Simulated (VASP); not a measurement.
Crystal: NaI.

```
CELL_PARAMETERS angstrom
0.00000 3.58097 3.58097
3.58097 0.00000 3.58097
3.58097 3.58097 0.00000
ATOMIC_POSITIONS crystal
Na 0.00000 0.00000 0.00000
I 0.25000 0.25000 0.25000
```

```yaml
Program: VASP 6.6.1
Task: relaxation of cell and atoms
Functional: PBEsol
Potentials_or_basis: VASP PAW PBE potentials, release 64 (Na_pv, I)
Cutoff: 600 eV
k_mesh: 6 × 6 × 6
Occupations: fermi-dirac, width 0.02 eV
Spin: no spin polarisation
```

At the start: pressure -0.4 GPa; volume 45.92 Å³/atom.

How do energy, volume and symmetry change on relaxing?

Over 4 steps the energy falls by 2.5 meV/atom and the volume is 44.07 Å³/atom (-4.0 %); space group F-43m (No. 216, to 0.05 Å).

Step by step:
```
step  energy change (eV)  largest force (eV/Å)  pressure (GPa)  volume (Å³)
   1              0.0000                0.0000           -0.42        91.84
   2             -0.0033                0.0000           -0.25        90.24
   3             -0.0050                0.0000            0.04        87.84
   4             -0.0050                0.0000            0.00        88.13
```

Final structure:
```
Na I
1.0
     0.00000    3.53213    3.53213
     3.53213    0.00000    3.53213
     3.53213    3.53213    0.00000
Na I
1 1
Direct
  0.00000 0.00000 0.00000
  0.25000 0.25000 0.25000
```

Caveat: the PAW data sets were made with another functional, which shifts forces and pressure a little.
